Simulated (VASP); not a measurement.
# ZrC in VASP: notebook

The runs below take ZrC through single point, with PBEsol, PBEsol+U.

Program: VASP 6.6.1. These are calculated values, not measurements. Logs are shortened: lines on timing, memory, paths and dates and some standing lists are left out, and cuts for length are marked.

**1. The cell of the first run**

The typed cell holds 2 atoms: a = 3.219 Å, b = 3.219 Å, c = 3.280 Å, α = 60.60°, β = 60.60°, γ = 90.00°.

**2. Single point, PBEsol**

Input file INCAR:

```
SYSTEM = ZrC
ALGO = Normal
EDIFF = 1E-6
ENCUT = 520
GGA = PS
ISIF = 2
ISMEAR = 0
LASPH = .TRUE.
LCHARG = .FALSE.
LREAL = .FALSE.
LWAVE = .FALSE.
NBANDS = 15
NELM = 80
PREC = Accurate
SIGMA = 0.1
```

Input file KPOINTS:

```
k-points
0
G
  11 11 14
  0 0 0
```

Input file POSCAR:

```
ZrC
1.0
    3.2188795813     -0.0000000228      0.0003827805
   -0.0000000228      3.2188795813      0.0003827805
    1.6097259713      1.6097259713      2.3608422000
Zr C
1 1
Direct
    0.0000000000      0.0000000000      0.0000000000
    0.5000000000      0.5000000000      0.0000000000
```

Potentials or basis: VASP PAW PBE potentials, release 64 (Zr_sv, C).

Command:

```console
cat potpaw_PBE.64/Zr_sv/POTCAR potpaw_PBE.64/C/POTCAR > POTCAR
mpirun -np 1 vasp_std > vasp.out
```

OUTCAR:

```text
SYSTEM = ZrC
   EDIFF = 1E-6
   ENCUT = 520
   GGA = PS
   ISIF = 2
   ISMEAR = 0
   LASPH = .TRUE.
   LREAL = .FALSE.
   NELM = 80
   PREC = Accurate

 ion  position               nearest neighbor table
   1  0.000  0.000  0.000-   2 2.28   2 2.28   2 2.28   2 2.28   2 2.36   2 2.36
   2  0.500  0.500  0.000-   1 2.28   1 2.28   1 2.28   1 2.28   1 2.36   1 2.36

  LATTYP: Found a base centered monoclinic cell.
 ALAT       =     4.5521831917
 B/A-ratio  =     1.0000000000
 C/A-ratio  =     0.7202089069
 COS(beta)  =    -0.6939984784

  Lattice vectors:

 A1 = (   3.2188795813,  -0.0000000228,   0.0003827805)
 A2 = (  -0.0000000228,   3.2188795813,   0.0003827805)
 A3 = (  -1.6091535872,  -1.6091535872,   2.3600766390)

Analysis of symmetry for initial positions (statically):
=====================================================================
 Subroutine PRICEL returns:
 Original cell was already a primitive cell.

 Routine SETGRP: Setting up the symmetry group for a
 base centered monoclinic supercell.

 Subroutine GETGRP returns: Found  4 space group operations
 (whereof  4 operations were pure point group operations)
 out of a pool of  4 trial point group operations.

The static configuration has the point symmetry C_2h.

Analysis of symmetry for dynamics (positions and initial velocities):
=====================================================================
 Subroutine PRICEL returns:
 Original cell was already a primitive cell.

 Routine SETGRP: Setting up the symmetry group for a
 base centered monoclinic supercell.

 Subroutine GETGRP returns: Found  4 space group operations
 (whereof  4 operations were pure point group operations)
 out of a pool of  4 trial point group operations.

The dynamic configuration has the point symmetry C_2h.

 Subroutine INISYM returns: Found  4 space group operations
 (whereof  4 operations are pure point group operations),
 and found     1 'primitive' translations

----------------------------------------------------------------------------------------

                                     Primitive cell

  volume of cell :      24.4572

  direct lattice vectors                    reciprocal lattice vectors
     3.218879581 -0.000000023  0.000382780     0.310692299  0.000025196 -0.211860844
    -0.000000023  3.218879581  0.000382780     0.000025196  0.310692299 -0.211860844
     1.609725971  1.609725971  2.360842200    -0.000050379 -0.000050379  0.423646355

  length of vectors
     3.218879604  3.218879604  3.279635848     0.376051489  0.376051489  0.423646361

[... 91 lines left out ...]
   NELECT =      16.0000    total number of electrons
   NUPDOWN=      -1.0000    fix difference up-down
   EMIN   =  10.00;   EMAX   =-10.00  energy-range for DOS
   EFERMI =   0.00;   METHOD = LEGACY
   ISMEAR =     0;   SIGMA  =   0.10  broadening in eV -4-tet -1-fermi 0-gaus
   EFERMI_NEDOS =   21; number of points for ismear=-14 and -15
   IALGO  =     38    algorithm
   IMIX   =      4    mixing-type and parameters
     AMIX     =   0.40;   BMIX     =  1.00
     AMIX_MAG =   1.60;   BMIX_MAG =  1.00
  volume/ion in A,a.u.               =      12.23        82.52
  Fermi-wavevector in a.u.,A,eV,Ry     =   1.421170  2.685623 27.480032  2.019725
  Thomas-Fermi vector in A             =   2.542008
   LORBIT       =      0    0 simple, 1 ext, 2 COOP (PROOUT), +10 PAW based schemes
   GGA     = PS    functional components
   LHFCALC =     F    Hartree Fock is set to
   AEXX    =    0.0000 exact exchange contribution
   IVDW    =     0    specifies the selected vdW correction
   LEPSILON=     F    determine dielectric tensor
   LRPA    =     F    only Hartree local field effects (RPA)
 non-spin polarized calculation
 Gauss-broadening in eV      SIGMA  =   0.10
  energy-cutoff  :      520.00
  volume of cell :       24.46
 maximum number of plane-waves:       674
   NGX = 11   NGY = 11   NGZ = 13

 number of electron      16.0000000 magnetization

 Free energy of the ion-electron system (eV)
  ---------------------------------------------------
  ext. energy  EPLUGINS =         0.00000000
  ---------------------------------------------------
  free energy    TOTEN  =       -20.50869057 eV

  energy without entropy =      -20.50702802  energy(sigma->0) =      -20.50785930

 E-fermi :  10.2176     XC(G=0): -12.5745

 val. band max:       10.2162364499   @ k =  -0.0909   0.0909   0.0000
 cond. band min:      10.2272747414   @ k =  -0.0000  -0.0000   0.3571
 fundamental gap:      0.0110382915
 Fermi energy:        10.2175859575

 k-point     1 :       0.0000    0.0000    0.0000
  band No.  band energies     occupation
      1     -37.5496      2.00000
      2     -15.2610      2.00000
      3     -15.2392      2.00000
      4     -15.2387      2.00000
      5      -1.2908      2.00000
      6      11.0129      0.00000
      7      11.0179      0.00000
      8      11.2359      0.00000
      9      11.2359      0.00000
     10      11.4052      0.00000
     11      11.4056      0.00000
     12      12.8734      0.00000
     13      13.3959      0.00000
     14      18.2874      0.00000
[... 401 lines left out ...]
      2     -15.5536      2.00000
      3     -15.3626      2.00000
      4     -15.3591      2.00000
      5      -0.3223      2.00000
      6       7.4952      2.00000
      7       9.7107      2.00000
      8       9.8170      2.00000
      9      10.1332      1.76718
     10      13.4543      0.00000
     11      14.0204      0.00000
     12      14.2198      0.00000
     13      16.4827      0.00000
     14      20.9139      0.00000
     15      23.3895      0.00000

 [... further k-points ...]

------------------------ aborting loop because EDIFF is reached ----------------------------------------

  FORCE on cell =-STRESS in cart. coord.  units (eV):
  Direction    XX          YY          ZZ          XY          YZ          ZX
  --------------------------------------------------------------------------------------
  -------------------------------------------------------------------------------------
  Total        2.5412627      2.5412627      0.0431958     -0.0088074      0.0029901      0.0029901
  in kB      166.4769661    166.4769661      2.8297358     -0.5769656      0.1958775      0.1958780
  external PRESSURE =     111.9278893 kB  Pullay stress =       0.0000000 kB

 VOLUME and BASIS-vectors are now :
 -----------------------------------------------------------------------------
  energy-cutoff  :      520.00
  volume of cell :       24.46
      direct lattice vectors                 reciprocal lattice vectors
     3.218879581 -0.000000023  0.000382780     0.310692299  0.000025196 -0.211860844
    -0.000000023  3.218879581  0.000382780     0.000025196  0.310692299 -0.211860844
     1.609725971  1.609725971  2.360842200    -0.000050379 -0.000050379  0.423646355

 POSITION                                       TOTAL-FORCE (eV/Angst)
 -----------------------------------------------------------------------------------
      0.00000      0.00000      0.00000         0.000000     -0.000000      0.000000
      1.60944      1.60944      0.00038        -0.000000      0.000000      0.000000
 -----------------------------------------------------------------------------------
    total drift:                               -0.000000     -0.000000     -0.000000

  FREE ENERGIE OF THE ION-ELECTRON SYSTEM (eV)
  ---------------------------------------------------
  free  energy   TOTEN  =       -20.5086905713 eV

  energy  without entropy=      -20.5070280221  energy(sigma->0) =      -20.50785930
```

It took 1.9 min on 1 thread of Intel Xeon Platinum 8259CL at 2.50GHz (Skylake/Cascade Lake), shared host; peak memory 0.28 GiB.

What came out:

- Free energy: -20.5087 eV
- Pressure: 11.2 GPa
- Band gap on the k mesh: zero (band 8 reaches 11.24 eV, above the bottom of band 9 at 9.81 eV)

Levels at points of the mesh, in eV from the Fermi level:
```csv
k point,band 4,band 5,band 6,band 7,band 8,band 9,band 10,band 11,band 12,band 13
"(0.00, 0.00, 0.00)",-25.46,-11.51,0.80,0.80,1.02,1.02,1.19,1.19,2.66,3.18
"(0.00, 0.00, 0.50)",-25.77,-10.39,-2.25,-1.99,0.25,0.25,4.75,6.08,6.08,8.53
```

Caveat: the PAW data sets were made with another functional, which shifts forces and pressure a little.

**3. Single point, PBEsol**

Input file INCAR:

```
  PREC = Accurate
  ENCUT = 520
  EDIFF = 1E-6
  ISMEAR = 0
  SIGMA = 0.1
  LREAL = False
  LASPH = True
  NELM = 60
  ALGO = Normal
  ISIF = 2
  LWAVE = False
  LCHARG = True
  GGA = PS
  LELF = True
  LVHAR = True
  NBANDS = 15
  ISYM = 0
```

Input file KPOINTS:

```
Automatic mesh
0
Gamma
  11 11 14
```

POSCAR is that of step 2.

Potentials or basis: VASP PAW PBE potentials, release 64 (Zr_sv, C).

Command:

```console
cat potpaw_PBE.64/Zr_sv/POTCAR potpaw_PBE.64/C/POTCAR > POTCAR
mpirun -np 1 vasp_std > vasp.out
```

OUTCAR:

```text
PREC = Accurate
   ENCUT = 520
   EDIFF = 1E-6
   ISMEAR = 0
   LREAL = False
   LASPH = True
   NELM = 60
   ISIF = 2
   GGA = PS
   ISYM = 0

 ion  position               nearest neighbor table
   1  0.000  0.000  0.000-   2 2.28   2 2.28   2 2.28   2 2.28   2 2.36   2 2.36
   2  0.500  0.500  0.000-   1 2.28   1 2.28   1 2.28   1 2.28   1 2.36   1 2.36

IMPORTANT INFORMATION: All symmetrisations will be switched off!
NOSYMM: (Re-)initialisation of all symmetry stuff for point group C_1.

----------------------------------------------------------------------------------------

                                     Primitive cell

  volume of cell :      24.4572

  direct lattice vectors                    reciprocal lattice vectors
     3.218879581 -0.000000023  0.000382780     0.310692299  0.000025196 -0.211860844
    -0.000000023  3.218879581  0.000382780     0.000025196  0.310692299 -0.211860844
     1.609725971  1.609725971  2.360842200    -0.000050379 -0.000050379  0.423646355

  length of vectors
     3.218879604  3.218879604  3.279635848     0.376051489  0.376051489  0.423646361

  position of ions in fractional coordinates (direct lattice)
     0.000000000  0.000000000  0.000000000
     0.500000000  0.500000000  0.000000000

  ion indices of the primitive-cell ions
   primitive index   ion index
[... 141 lines left out ...]
     11      11.4056      0.00000
     12      12.8734      0.00000
     13      13.3959      0.00000
     14      18.2874      0.00000
[... 401 lines left out ...]
      2     -16.0665      2.00000
      3     -15.3845      2.00000
      4     -15.3251      2.00000
      5       0.9703      2.00000
      6       6.0275      2.00000
      7       7.5345      2.00000
      8       7.8921      2.00000
      9      12.5825      0.00000
     10      14.4719      0.00000
     11      14.7447      0.00000
     12      17.8315      0.00000
     13      19.0946      0.00000
     14      20.7039      0.00000
     15      24.8917      0.00000

 [... further k-points ...]

------------------------ aborting loop because EDIFF is reached ----------------------------------------

  FORCE on cell =-STRESS in cart. coord.  units (eV):
  Direction    XX          YY          ZZ          XY          YZ          ZX
  --------------------------------------------------------------------------------------
  -------------------------------------------------------------------------------------
  Total        2.5413406      2.5413437      0.0432678     -0.0088083      0.0029907      0.0029898
  in kB      166.4820731    166.4822746      2.8344541     -0.5770278      0.1959168      0.1958592
  external PRESSURE =     111.9329339 kB  Pullay stress =       0.0000000 kB

 VOLUME and BASIS-vectors are now :
 -----------------------------------------------------------------------------
  energy-cutoff  :      520.00
  volume of cell :       24.46
      direct lattice vectors                 reciprocal lattice vectors
     3.218879581 -0.000000023  0.000382780     0.310692299  0.000025196 -0.211860844
    -0.000000023  3.218879581  0.000382780     0.000025196  0.310692299 -0.211860844
     1.609725971  1.609725971  2.360842200    -0.000050379 -0.000050379  0.423646355

 POSITION                                       TOTAL-FORCE (eV/Angst)
 -----------------------------------------------------------------------------------
      0.00000      0.00000      0.00000         0.000000      0.000000     -0.000000
      1.60944      1.60944      0.00038        -0.000000     -0.000000      0.000000
 -----------------------------------------------------------------------------------
    total drift:                                0.000001      0.000000     -0.000000

  FREE ENERGIE OF THE ION-ELECTRON SYSTEM (eV)
  ---------------------------------------------------
  free  energy   TOTEN  =       -20.5086905683 eV

  energy  without entropy=      -20.5070280168  energy(sigma->0) =      -20.50785929
```

stdout:

```text
POSCAR found type information on POSCAR ZrC
 POSCAR found :  2 types and       2 ions
 scaLAPACK will be used
 -----------------------------------------------------------------------------
|                                                                             |
|                                                                             |
|     You enforced a specific xc type in the INCAR file but a different       |
|     I HOPE YOU KNOW WHAT YOU ARE DOING!                                     |
|                                                                             |
 -----------------------------------------------------------------------------

 LDA part: xc-table for (Slater+PW92), standard interpolation
 POSCAR, INCAR and KPOINTS ok, starting setup
 FFT: planning ... GRIDC
 FFT: planning ... GRID_SOFT
 FFT: planning ... GRID
 WAVECAR not read
 entering main loop
```

Run time: 1.8 min. Hardware: 1 thread of Intel Xeon 6975P-C, shared host; peak memory 0.41 GiB.

What came out:

* Free energy: -20.5087 eV
* Pressure: 11.2 GPa
* Band gap on the k mesh: zero (band 8 reaches 11.24 eV, above the bottom of band 9 at 9.81 eV)

Levels at points of the mesh, in eV from the Fermi level:
```csv
k point,band 5,band 6,band 7,band 8,band 9,band 10,band 11,band 12
"(0.00, 0.00, 0.00)",-11.51,0.80,0.80,1.02,1.02,1.19,1.19,2.66
"(0.00, 0.00, 0.50)",-10.39,-2.25,-1.99,0.25,0.25,4.75,6.08,6.08
```

Caveat: the PAW data sets were made with another functional, which shifts forces and pressure a little.

**4. Single point, PBEsol**

This run uses another cell than the first one, of 12.47 Å³/atom, 1.020 times its volume.

Input file INCAR:

```
SYSTEM = ZrC
PREC = Accurate
ENCUT = 520
EDIFF = 1E-7
ISMEAR = 0
SIGMA = 0.1
LREAL = .False.
LASPH = .True.
NELM = 80
ALGO = Normal
ISIF = 2
LWAVE = .False.
LCHARG = .False.
GGA = PS
ISYM = 0
NBANDS = 15
```

Input file KPOINTS:

```
regular mesh
0
Gamma
  11 11 14
  0 0 0
```

Input file POSCAR:

```
ZrC
1.0
    3.2188796041      0.0000000000      0.0000000000
    0.0000000000      3.2188796041      0.0000000000
    1.6094398020      1.6094398020      2.4066480158
Zr C
1 1
Direct
    0.0000000000      0.0000000000      0.0000000000
    0.5000000000      0.5000000000      0.0000000000
```

Command:

```console
cat potpaw_PBE.64/Zr_sv/POTCAR potpaw_PBE.64/C/POTCAR > POTCAR
mpirun -np 1 vasp_std > vasp.out
```

It took 2.9 min on 1 thread of Intel Xeon 6975P-C, shared host; peak memory 0.41 GiB.

It converged, with:

```
Free energy            : -20.4967 eV
Pressure               : 6.8 GPa
Band gap on the k mesh : zero (band 8 reaches 11.03 eV, above the bottom of band 9 at 9.56 eV)
```

Stress tensor (GPa, compression positive):
```
14.29 -0.05  0.04
-0.05 14.29  0.04
 0.04  0.04 -8.21
```

Levels at points of the mesh, in eV from the Fermi level:
```csv
k point,band 4,band 5,band 6,band 7,band 8,band 9,band 10,band 11,band 12,band 13
"(0.00, 0.00, 0.00)",-25.53,-11.44,0.68,0.74,1.05,1.05,1.27,1.27,2.41,3.24
"(0.00, 0.00, 0.50)",-25.80,-10.31,-2.41,-1.90,0.30,0.30,4.66,5.93,5.93,8.15
```

Caveat: the PAW data sets were made with another functional, which shifts forces and pressure a little.

**5. Single point, PBEsol+U**

Input file INCAR:

```
PREC = Accurate ; ENCUT = 520
EDIFF = 1E-7 ; ISMEAR = 0
SIGMA = 0.1 ; LREAL = F
LASPH = T ; NELM = 150
ALGO = Normal ; ISIF = 2
LWAVE = F ; LCHARG = F
LMAXMIX = 4 ; LDAU = T
LDAUTYPE = 2 ; LDAUL = 2 -1
LDAUU = 6 0 ; LDAUJ = 0 0
LDAUPRINT = 1 ; GGA = PS
NBANDS = 15
```

Input file KPOINTS:

```
Automatic mesh
0
Gamma
  11 11 14
```

Input file POSCAR:

```
ZrC
1.0
    3.2188795813     -0.0000000228      0.0003827805
   -0.0000000228      3.2188795813      0.0003827805
    1.6097259713      1.6097259713      2.3608422000
Zr C
1 1
Direct
    0.0000000000      0.0000000000      0.0000000000
    0.5000000000      0.5000000000      0.0000000000
```

Command:

```console
cat potpaw_PBE.64/Zr_sv/POTCAR potpaw_PBE.64/C/POTCAR > POTCAR
mpirun -np 1 vasp_std > vasp.out
```

Wall time 82 s (1 thread of Intel Xeon 6975P-C, shared host); peak memory 0.28 GiB.

The run converged. Its results:

```
Free energy            : -16.5207 eV
Pressure               : 32.1 GPa
Band gap on the k mesh : zero (band 8 reaches 11.74 eV, above the bottom of band 9 at 10.45 eV)
```

Stress tensor (GPa, compression positive):
```
38.79  0.01  0.02
 0.01 38.79  0.02
 0.02  0.02 18.61
```

Levels at points of the mesh, in eV from the Fermi level:
```csv
k point,band 5,band 6,band 7,band 8,band 9,band 10,band 11,band 12
"(0.00, 0.00, 0.00)",-11.90,0.61,0.82,0.82,1.49,1.93,1.93,3.11
"(0.00, 0.00, 0.50)",-10.40,-2.74,-1.54,-0.03,-0.03,5.19,7.21,7.21
```

Eigenvalues of the final occupation matrices:
```tsv
site	spin	trace	eigenvalues
site 1 d	1	0.74	0.10 0.10 0.11 0.20 0.23
site 1 d	2	0.74	0.10 0.10 0.11 0.20 0.23
```

Caveat: the PAW data sets were made with another functional, which shifts forces and pressure a little; U without spin polarisation on a metal has little footing; the U is typed as a test and isn't derived for this compound.

**6. Summary**

```csv
level,U,cell,gap on the mesh (eV),pressure (GPa)
PBEsol,-,"a = 3.219, b = 3.219, c = 3.280 Å, angles 60.6, 60.6, 90.0°, 2 atoms",none,11.2
PBEsol,-,"a = 3.219, b = 3.219, c = 3.312 Å, angles 60.9, 60.9, 90.0°, 2 atoms",none,6.8
PBEsol+U,Zr d U = 6.0 eV,"a = 3.219, b = 3.219, c = 3.280 Å, angles 60.6, 60.6, 90.0°, 2 atoms",none,32.1
```

Alike in all rows: task single point; potentials or basis VASP PAW PBE potentials, release 64 (Zr_sv, C); no spin polarisation; k mesh 11 × 11 × 14; cutoff (eV) 520; smearing gaussian 0.1 eV.

Caveats: the PAW data sets were made with another functional, which shifts forces and pressure a little; U without spin polarisation on a metal has little footing (some runs); the U is typed as a test and isn't derived for this compound (some runs).

Absolute energies hang on the potentials; compare differences alone.
